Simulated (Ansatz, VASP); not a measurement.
**One calculation of Ga, two programs**

INCAR

```
SYSTEM = Ga
PREC = Accurate
ENCUT = 600
EDIFF = 1E-6
ISMEAR = -1
SIGMA = 0.05
LREAL = .FALSE.
LASPH = .TRUE.
NELM = 80
ALGO = Normal
ISIF = 3
LWAVE = .FALSE.
LCHARG = .FALSE.
GGA = PS
IBRION = 2
NSW = 80
EDIFFG = -0.01
```

KPOINTS

```
Automatic mesh
0
G
  10 10 8
  0 0 0
```

File POSCAR:

```
Ga
1.0
    1.4500000000     -4.0650000000      0.0000000000
    1.4500000000      4.0650000000      0.0000000000
    0.0000000000      0.0000000000      3.1700000000
Ga
2
Direct
    0.1330000000      0.8670000000      0.7500000000
    0.8670000000      0.1330000000      0.2500000000
```

The input input.yaml:

```yaml
crystal:
  lattice:
    - [1.45, -4.065, 0.0]
    - [1.45, 4.065, 0.0]
    - [0.0, 0.0, 3.17]
  atoms:
    - { symbol: Ga, position: [0.133, 0.867, 0.75] }
    - { symbol: Ga, position: [0.867, 0.133, 0.25] }
kpoints:
  mp_grid: { grid: [10, 10, 8] }
scf:
  occupations: { method: fermi_dirac, width: 0.05 }
hamiltonian:
  xc: pbesol
  pseudopotentials: { kind: all_electron, lapw: { basis_error: 0.001 } }
output:
  forces: true
  stress: true
relax:
  f_tol: 0.01
  max_steps: 60
  cell: {}
```

Alike in both runs: task relaxation of cell and atoms; functional PBEsol; k mesh 10 × 10 × 8; occupations fermi-dirac, width 0.05 eV; no spin polarisation.

|  | VASP | Ansatz |
| --- | --- | --- |
| version | VASP 6.6.1 | Ansatz 0.2.0 |
| potentials or method | VASP PAW PBE potentials, release 64 (Ga_d), cutoff 600 eV | all-electron LAPW, scalar-relativistic |

VASP gave:

```
relaxed volume (Å³/atom)                                     : 17.93
relaxed cell length with the largest relative difference (Å) : 3.164
```

Task: What did Ansatz give for the same quantities?

Result: Relaxed volume (Å³/atom): 17.95; relaxed cell length with the largest relative difference (Å): 3.169.

VASP's potentials were made for PBE, not for PBEsol. Ansatz ran all-electron here, and VASP with PAW potentials.
